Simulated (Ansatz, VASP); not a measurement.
# Hf: VASP beside Ansatz

```
Hf
1.0
    -1.76815    1.76815    1.76815
     1.76815   -1.76815    1.76815
     1.76815    1.76815   -1.76815
Hf
1
Direct
  0.00000 0.00000 0.00000
```

Change from the starting cell: volume scaled by 0.94.

Alike in both runs: task single point; functional LDA; k mesh 10 × 10 × 10; occupations fermi-dirac, width 0.05 eV; no spin polarisation.

|  | VASP | Ansatz |
| --- | --- | --- |
| version | VASP 6.6.1 | Ansatz 0.2.0 |
| potentials or method | VASP PAW LDA potentials, release 64 (Hf_pv), cutoff 520 eV | all-electron LAPW, scalar-relativistic |

```csv
,VASP,Ansatz,Ansatz less VASP
gap on the k mesh at the Fermi level (eV),none,none,-
pressure (GPa),-7.8,-7.8,-0.06
```

LDA's correlation is that of Perdew and Zunger in VASP and of Perdew and Wang (1992) in Ansatz. A gap of «none» marks a metal or a gap that the smearing closes. Ansatz ran all-electron here, and VASP with PAW potentials.

Spin-orbit coupling is off throughout.
